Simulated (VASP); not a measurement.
# Si4BW (P4/mmm) in VASP: further runs

The runs below take Si4BW through single point, with PBE.

Program: VASP 6.6.1. These are calculated values, not measurements. Logs are shortened: lines on timing, memory, paths and dates and some standing lists are left out, and cuts for length are marked.

## Step 1: The cell of the first run

The structure is tetragonal, space group P4/mmm (No. 123). The conventional cell has a = 3.733 Å, b = 3.733 Å, c = 5.982 Å, α = 90.00°, β = 90.00°, γ = 90.00°. Within 3.0 Å of Si (site symmetry 2mm) lie 2 B at 2.26 Å and 2 W at 2.54 Å and 5 Si at 2.55 to 2.64 Å. B (site symmetry 4/mmm) has 8 Si at 2.26 Å within 3.0 Å. Within 3.3 Å of W (site symmetry 4/mmm) lie 8 Si at 2.54 Å.

The cell was generated, and may not be a known phase.

## Step 2: Single point, PBE

Input file INCAR:

```
SYSTEM = Si4BW
PREC     = Accurate       ! precision mode
ENCUT    = 520            ! plane-wave cutoff, eV
EDIFF    = 1E-6           ! SCF threshold, eV
ISMEAR   = 0              ! smearing method
SIGMA    = 0.1            ! smearing width, eV
LREAL    = .FALSE.        ! projectors in reciprocal space
LASPH    = .TRUE.         ! aspherical terms in the spheres
NELM     = 100            ! most SCF steps
ALGO     = Normal         ! electronic algorithm
ISIF     = 2              ! what is computed and relaxed
LWAVE    = .FALSE.        ! write WAVECAR
LCHARG   = .FALSE.        ! write CHGCAR
GGA      = PE             ! functional
NBANDS   = 26             ! bands
```

Input file KPOINTS:

```
regular mesh
0
G
  4 4 4
  0 0 0
```

Input file POSCAR:

```
Si4BW
1.0
    3.7329167521      0.0000000000      0.0000000000
    0.0000000000      3.7329167521      0.0000000000
    0.0000000000      0.0000000000      5.9815367315
Si B W
4 1 1
Direct
    0.5000000000      0.0000000000      0.7132024769
    0.0000000000      0.5000000000      0.2867975231
    0.5000000000      0.0000000000      0.2867975231
    0.0000000000      0.5000000000      0.7132024769
    0.5000000000      0.5000000000      0.5000000000
    0.0000000000      0.0000000000      0.0000000000
```

Potentials or basis: VASP PAW PBE potentials, release 64 (Si, B, W_sv).

Run with:

```bash
cat potpaw_PBE.64/Si/POTCAR potpaw_PBE.64/B/POTCAR potpaw_PBE.64/W_sv/POTCAR > POTCAR
mpirun -np 1 vasp_std > vasp.out
```

OUTCAR:

```text
SYSTEM = Si4BW
   PREC = Accurate
   ENCUT = 520
   EDIFF = 1E-6
   ISMEAR = 0
   LREAL = .FALSE.
   LASPH = .TRUE.
   NELM = 100
   ISIF = 2
   GGA = PE

 ion  position               nearest neighbor table
   1  0.500  0.000  0.713-   5 2.26   5 2.26   6 2.54   6 2.54   3 2.55   4 2.64   4 2.64   4 2.64
                             4 2.64
   2  0.000  0.500  0.287-   5 2.26   5 2.26   6 2.54   6 2.54   4 2.55   3 2.64   3 2.64   3 2.64
                             3 2.64
   3  0.500  0.000  0.287-   5 2.26   5 2.26   6 2.54   6 2.54   1 2.55   2 2.64   2 2.64   2 2.64
                             2 2.64
   4  0.000  0.500  0.713-   5 2.26   5 2.26   6 2.54   6 2.54   2 2.55   1 2.64   1 2.64   1 2.64
                             1 2.64
   5  0.500  0.500  0.500-   1 2.26   2 2.26   3 2.26   4 2.26   1 2.26   3 2.26   2 2.26   4 2.26

   6  0.000  0.000  0.000-   1 2.54   2 2.54   3 2.54   4 2.54   2 2.54   4 2.54   1 2.54   3 2.54

  LATTYP: Found a simple tetragonal cell.
 ALAT       =     3.7329167521
 C/A-ratio  =     1.6023761387

  Lattice vectors:

 A1 = (   3.7329167521,   0.0000000000,   0.0000000000)
 A2 = (   0.0000000000,   3.7329167521,   0.0000000000)
 A3 = (   0.0000000000,   0.0000000000,   5.9815367315)

Analysis of symmetry for initial positions (statically):
=====================================================================
 Subroutine PRICEL returns:
 Original cell was already a primitive cell.

 Routine SETGRP: Setting up the symmetry group for a
 simple tetragonal supercell.

 Subroutine GETGRP returns: Found 16 space group operations
 (whereof 16 operations were pure point group operations)
 out of a pool of 16 trial point group operations.

The static configuration has the point symmetry D_4h.

Analysis of symmetry for dynamics (positions and initial velocities):
=====================================================================
 Subroutine PRICEL returns:
 Original cell was already a primitive cell.

 Routine SETGRP: Setting up the symmetry group for a
 simple tetragonal supercell.

 Subroutine GETGRP returns: Found 16 space group operations
 (whereof 16 operations were pure point group operations)
 out of a pool of 16 trial point group operations.

The dynamic configuration has the point symmetry D_4h.

 Subroutine INISYM returns: Found 16 space group operations
 (whereof 16 operations are pure point group operations),
 and found     1 'primitive' translations

----------------------------------------------------------------------------------------

                                     Primitive cell

  volume of cell :      83.3507

  direct lattice vectors                    reciprocal lattice vectors
     3.732916752  0.000000000  0.000000000     0.267887035  0.000000000  0.000000000
     0.000000000  3.732916752  0.000000000     0.000000000  0.267887035  0.000000000
     0.000000000  0.000000000  5.981536732     0.000000000  0.000000000  0.167181118

  length of vectors
     3.732916752  3.732916752  5.981536732     0.267887035  0.267887035  0.167181118

  position of ions in fractional coordinates (direct lattice)
     0.500000000  0.000000000  0.713202477
     0.000000000  0.500000000  0.286797523
     0.500000000  0.000000000  0.286797523
     0.000000000  0.500000000  0.713202477
     0.500000000  0.500000000  0.500000000
     0.000000000  0.000000000  0.000000000

  ion indices of the primitive-cell ions
   primitive index   ion index
                 1           1
                 2           2
                 3           3
                 4           4
                 5           5
                 6           6

----------------------------------------------------------------------------------------

 KPOINTS: regular mesh

Automatic generation of k-mesh.
 Grid dimensions read from file:
 generate k-points for:    4    4    4

 Generating k-lattice:

  Cartesian coordinates                     Fractional coordinates (reciprocal lattice)
     0.066971759  0.000000000  0.000000000     0.250000000  0.000000000  0.000000000
     0.000000000  0.066971759  0.000000000     0.000000000  0.250000000  0.000000000
     0.000000000  0.000000000  0.041795280     0.000000000  0.000000000  0.250000000

  Length of vectors
     0.066971759  0.066971759  0.041795280

  Shift w.r.t. Gamma in fractional coordinates (k-lattice)
     0.000000000  0.000000000  0.000000000

 Subroutine IBZKPT returns following result:
 ===========================================

 Found     18 irreducible k-points:

 Following reciprocal coordinates:
            Coordinates               Weight
  0.000000  0.000000  0.000000      1.000000
  0.250000  0.000000  0.000000      4.000000
  0.500000  0.000000  0.000000      2.000000
  0.250000  0.250000  0.000000      4.000000
  0.500000  0.250000  0.000000      4.000000
  0.500000  0.500000  0.000000      1.000000
[... 10 lines left out ...]
  0.500000  0.250000  0.500000      4.000000
  0.500000  0.500000  0.500000      1.000000
   k-points           NKPTS =     18   k-points in BZ     NKDIM =     18   number of bands    NBANDS=     26
   number of dos      NEDOS =    301   number of ions     NIONS =      6
   total plane-waves  NPLWV =  37632
   dimension x,y,z NGX =    28 NGY =   28 NGZ =   48
   dimension x,y,z NGXF=    56 NGYF=   56 NGZF=   96
   ions per type =               4   1   1
   NGX,Y,Z   is equivalent  to a cutoff of  12.47, 12.47, 13.34 a.u.
   NGXF,Y,Z  is equivalent  to a cutoff of  24.94, 24.94, 26.68 a.u.
 SYSTEM =  Si4BW
   PREC   = accura    normal or accurate (medium, high low for compatibility)
   ISTART =      0    job   : 0-new  1-cont  2-samecut
   ICHARG =      2    charge: 1-file 2-atom 10-const
   ISPIN  =      1    spin polarized calculation?
   LNONCOLLINEAR =      F non collinear calculations
   LSORBIT =      F    spin-orbit coupling
   LASPH  =      T    aspherical Exc in radial PAW
   ENCUT  =  520.0 eV  38.22 Ry    6.18 a.u.   6.94  6.94 11.12*2*pi/ulx,y,z
   NELM   =    100;   NELMIN=  2; NELMDL= -5     # of ELM steps
   EDIFF  = 0.1E-05   stopping-criterion for ELM
   LREAL  =      F    real-space projection
   EDIFFG = 0.1E-04   stopping-criterion for IOM
   NSW    =      0    number of steps for IOM
   IBRION =     -1    ionic relax: 0-MD 1-quasi-New 2-CG
   NFREE  =      0    steps in history (QN), initial steepest desc. (CG)
   ISIF   =      2    stress and relaxation
   ISYM   =      2    0-nonsym 1-usesym 2-fastsym
   POTIM  = 0.5000    time-step for ionic-motion
   TEBEG  =    0.0;   TEEND  =   0.0 temperature during run
   PSTRESS=    0.0 pullay stress
   NELECT =      33.0000    total number of electrons
   NUPDOWN=      -1.0000    fix difference up-down
   EMIN   =  10.00;   EMAX   =-10.00  energy-range for DOS
   EFERMI =   0.00;   METHOD = LEGACY
   ISMEAR =     0;   SIGMA  =   0.10  broadening in eV -4-tet -1-fermi 0-gaus
   EFERMI_NEDOS =   21; number of points for ismear=-14 and -15
   IALGO  =     38    algorithm
   IMIX   =      4    mixing-type and parameters
     AMIX     =   0.40;   BMIX     =  1.00
     AMIX_MAG =   1.60;   BMIX_MAG =  1.00
  volume/ion in A,a.u.               =      13.89        93.75
  Fermi-wavevector in a.u.,A,eV,Ry     =   1.202107  2.271652 19.661242  1.445061
  Thomas-Fermi vector in A             =   2.337897
   LORBIT       =      0    0 simple, 1 ext, 2 COOP (PROOUT), +10 PAW based schemes
   GGA     = PE    functional components
   LHFCALC =     F    Hartree Fock is set to
   AEXX    =    0.0000 exact exchange contribution
   IVDW    =     0    specifies the selected vdW correction
   LEPSILON=     F    determine dielectric tensor
   LRPA    =     F    only Hartree local field effects (RPA)
 non-spin polarized calculation
 Gauss-broadening in eV      SIGMA  =   0.10
  energy-cutoff  :      520.00
  volume of cell :       83.35
 maximum number of plane-waves:      2270
 NGX is ok and might be reduce to    28
   NGX = 13   NGY = 13   NGZ = 23

 number of electron      32.9999997 magnetization

 Free energy of the ion-electron system (eV)
  ---------------------------------------------------
  ext. energy  EPLUGINS =         0.00000000
  ---------------------------------------------------
  free energy    TOTEN  =       -39.20848533 eV

  energy without entropy =      -39.19240261  energy(sigma->0) =      -39.20044397

 E-fermi :   9.9201     XC(G=0): -11.4316

 val. band max:        9.9092132434   @ k =   0.2500   0.0000   0.5000
 cond. band min:       9.9310148686   @ k =   0.0000   0.0000   0.0000
 fundamental gap:      0.0218016252
 Fermi energy:         9.9201301789

 k-point     1 :       0.0000    0.0000    0.0000
  band No.  band energies     occupation
      1     -64.1157      2.00000
      2     -28.6340      2.00000
      3     -28.3152      2.00000
      4     -28.3152      2.00000
      5      -4.7910      2.00000
      6      -0.9278      2.00000
[... 18 lines left out ...]
     25      15.0208      0.00000
     26      15.6463      0.00000

 k-point     2 :       0.2500    0.0000    0.0000
  band No.  band energies     occupation
      1     -64.1153      2.00000
      2     -28.6314      2.00000
      3     -28.3368      2.00000
      4     -28.3137      2.00000
      5      -4.1717      2.00000
      6      -0.4485      2.00000
[... 18 lines left out ...]
     25      14.9049      0.00000
     26      15.6605      0.00000

 k-point     3 :       0.5000    0.0000    0.0000
  band No.  band energies     occupation
      1     -64.1149      2.00000
      2     -28.6288      2.00000
      3     -28.3583      2.00000
      4     -28.3123      2.00000
      5      -2.6923      2.00000
      6      -1.9023      2.00000
[... 18 lines left out ...]
     25      15.3214      0.00000
     26      15.8868      0.00000

 k-point     4 :       0.2500    0.2500    0.0000
  band No.  band energies     occupation
      1     -64.1150      2.00000
      2     -28.6288      2.00000
      3     -28.3354      2.00000
      4     -28.3351      2.00000
      5      -3.5611      2.00000
      6       0.0469      2.00000
[... 18 lines left out ...]
     25      15.9104      0.00000
     26      15.9722      0.00000

 k-point     5 :       0.5000    0.2500    0.0000
  band No.  band energies     occupation
      1     -64.1146      2.00000
      2     -28.6262      2.00000
      3     -28.3566      2.00000
      4     -28.3336      2.00000
      5      -2.1091      2.00000
      6      -1.3206      2.00000
[... 18 lines left out ...]
     25      15.9174      0.00000
     26      16.0130      0.00000

 k-point     6 :       0.5000    0.5000    0.0000
  band No.  band energies     occupation
      1     -64.1142      2.00000
      2     -28.6237      2.00000
      3     -28.3549      2.00000
      4     -28.3549      2.00000
      5      -0.4269      2.00000
      6      -0.3181      2.00000
[... 253 lines left out ...]
 k-point    15 :       0.5000    0.0000    0.5000
  band No.  band energies     occupation
      1     -64.1150      2.00000
      2     -28.6288      2.00000
      3     -28.3583      2.00000
      4     -28.3123      2.00000
      5      -2.7123      2.00000
      6      -1.3098      2.00000
[... 18 lines left out ...]
     25      15.0132      0.00000
     26      15.9107      0.00000

 k-point    16 :       0.2500    0.2500    0.5000
  band No.  band energies     occupation
      1     -64.1149      2.00000
      2     -28.6289      2.00000
      3     -28.3354      2.00000
      4     -28.3350      2.00000
      5      -3.3093      2.00000
      6      -0.9737      2.00000
[... 18 lines left out ...]
     25      15.6513      0.00000
     26      15.9331      0.00000

 k-point    17 :       0.5000    0.2500    0.5000
  band No.  band energies     occupation
      1     -64.1146      2.00000
      2     -28.6263      2.00000
      3     -28.3566      2.00000
      4     -28.3336      2.00000
      5      -2.1231      2.00000
      6      -0.9430      2.00000
[... 18 lines left out ...]
     25      15.7778      0.00000
     26      16.2436      0.00000

 k-point    18 :       0.5000    0.5000    0.5000
  band No.  band energies     occupation
      1     -64.1142      2.00000
      2     -28.6237      2.00000
      3     -28.3549      2.00000
      4     -28.3549      2.00000
      5      -0.4379      2.00000
      6      -0.4379      2.00000
[... 18 lines left out ...]
     25      16.2163      0.00000
     26      16.6412      0.00000

------------------------ aborting loop because EDIFF is reached ----------------------------------------

  FORCE on cell =-STRESS in cart. coord.  units (eV):
  Direction    XX          YY          ZZ          XY          YZ          ZX
  --------------------------------------------------------------------------------------
  -------------------------------------------------------------------------------------
  Total       -0.0234921     -0.0234921     -0.1241399      0.0000000      0.0000000      0.0000000
  in kB       -0.4515672     -0.4515672     -2.3862308      0.0000000      0.0000000      0.0000000
  external PRESSURE =      -1.0964550 kB  Pullay stress =       0.0000000 kB

 VOLUME and BASIS-vectors are now :
 -----------------------------------------------------------------------------
  energy-cutoff  :      520.00
  volume of cell :       83.35
      direct lattice vectors                 reciprocal lattice vectors
     3.732916752  0.000000000  0.000000000     0.267887035  0.000000000  0.000000000
     0.000000000  3.732916752  0.000000000     0.000000000  0.267887035  0.000000000
     0.000000000  0.000000000  5.981536732     0.000000000  0.000000000  0.167181118

 POSITION                                       TOTAL-FORCE (eV/Angst)
 -----------------------------------------------------------------------------------
      1.86646      0.00000      4.26605         0.000000      0.000000     -0.002000
      0.00000      1.86646      1.71549        -0.000000     -0.000000      0.002000
      1.86646      0.00000      1.71549         0.000000      0.000000      0.002000
      0.00000      1.86646      4.26605        -0.000000     -0.000000     -0.002000
      1.86646      1.86646      2.99077        -0.000000      0.000000      0.000000
      0.00000      0.00000      0.00000        -0.000000      0.000000      0.000000
 -----------------------------------------------------------------------------------
    total drift:                               -0.000000      0.000000     -0.000000

  FREE ENERGIE OF THE ION-ELECTRON SYSTEM (eV)
  ---------------------------------------------------
  free  energy   TOTEN  =       -39.2084853330 eV

  energy  without entropy=      -39.1924026150  energy(sigma->0) =      -39.20044397
```

It took 24 s on 1 thread of Intel Xeon 6975P-C (Granite Rapids), shared host; peak memory 0.19 GiB.

What came out:

| Property | Result |
| --- | --- |
| Free energy | -39.2085 eV |
| Pressure | -0.1 GPa |
| Band gap on the k mesh | zero (an odd number of electrons rules out a gap without spin polarisation) |

Stress tensor (GPa, compression positive):
```
-0.05  0.00  0.00
 0.00 -0.05  0.00
 0.00  0.00 -0.24
```

Caveat: the k points lie up to 0.42 Å⁻¹ apart, too coarse for converged energies and pressures of a metal; spin-orbit coupling is left out, which moves the levels of the heavy elements.

(Continued in part 2 of 2.)

The gap in the log of VASP goes by the Fermi energy; the results here count the filled bands.